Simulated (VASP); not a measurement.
Write the native input for VASP 6.6.1 that does the following.

```
Task                   : single point
Functional             : PBE
Potentials or basis    : VASP PAW PBE potentials, release 64 (Zn, Sn_d, N)
Cutoff                 : 520 eV
k mesh                 : 4 × 4 × 2
Occupations            : gaussian, width 0.2 eV
Spin                   : no spin polarisation
Dipole correction      : no
Further INCAR settings : ALGO = Normal; EDIFF = 1e-06; NBANDS = 60
```

The structure of Zn2Sn5N lies in POSCAR:

```
Zn2Sn5N
1.0
    4.3301116828      0.0000000000      0.0000000000
    0.0000000000      4.3301116828      0.0000000000
    0.0000000000      0.0000000000     10.2733271084
Zn Sn N
2 5 1
Direct
    0.0000000000      0.5000000000      0.0000000000
    0.5000000000      0.0000000000      0.0000000000
    0.0000000000      0.0000000000      0.2541403445
    0.0000000000      0.0000000000      0.7458596555
    0.5000000000      0.5000000000      0.7875450843
    0.5000000000      0.5000000000      0.2124549157
    0.5000000000      0.5000000000      0.5000000000
    0.0000000000      0.0000000000      0.0000000000
```

One way to write it, as run:

INCAR

```
SYSTEM = Zn2Sn5N
  ALGO = Normal
  EDIFF = 1E-6
  ENCUT = 520
  GGA = PE
  ISIF = 2
  ISMEAR = 0
  LASPH = .True.
  LCHARG = .False.
  LREAL = .False.
  LWAVE = .False.
  NBANDS = 60
  NELM = 60
  PREC = Accurate
  SIGMA = 0.2
```

KPOINTS

```
k-points
0
Gamma
  4 4 2
  0 0 0
```

Potentials or basis: VASP PAW PBE potentials, release 64 (Zn, Sn_d, N).

Command:

```bash
$ cat potpaw_PBE.64/Zn/POTCAR potpaw_PBE.64/Sn_d/POTCAR potpaw_PBE.64/N/POTCAR > POTCAR
$ mpirun -np 1 vasp_std > vasp.out
```

It gave:

```yaml
Pressure: -0.3 GPa
Largest_force: 0.060 eV/Å
```

Caveat: the k points lie up to 0.36 Å⁻¹ apart.

It took 68 s on 1 thread of Intel(R) Xeon(R) Platinum 8559C (Emerald Rapids), with other jobs on the host, peak memory 0.32 GiB.
